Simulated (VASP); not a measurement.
Ir, 1 atom in the cell. It takes space group Fm-3m (No. 225, cubic). Conventional cell: a = 3.831 Å, b = 3.831 Å, c = 3.831 Å, α = 90.00°, β = 90.00°, γ = 90.00°. Ir (site symmetry m-3m) has 12 Ir at 2.71 Å within 3.6 Å. 

| Quantity | Value |
| --- | --- |
| Program | VASP 6.6.1 |
| Task | single point |
| Functional | PBE |
| Potentials or basis | VASP PAW PBE potentials, release 64 (Ir) |
| Cutoff | 520 eV |
| k mesh | 12 × 12 × 12 |
| Occupations | fermi-dirac, width 0.05 eV |
| Spin | non-collinear spin, zero start, spin-orbit coupling |
| Starting moments | [[0.0, 0.0, 0.0]] μB |
| Dipole correction | no |
| Further INCAR settings | ALGO = Normal; EDIFF = 1e-07; NBANDS = 20 |

Potentials or basis: VASP PAW PBE potentials, release 64 (Ir).

Command:

```sh
$ cat potpaw_PBE.64/Ir/POTCAR > POTCAR
$ mpirun -np 1 vasp_ncl > vasp.out
```

Hardware: 1 thread of Intel(R) Xeon(R) 6975P-C (Granite Rapids), on a shared host.

Q: How long does it take, and how much memory?

A: Run time: 17 s on 1 thread of Intel(R) Xeon(R) 6975P-C (Granite Rapids) (shared host), peak memory 0.18 GiB. Counts: scf iterations 13, k points 72.
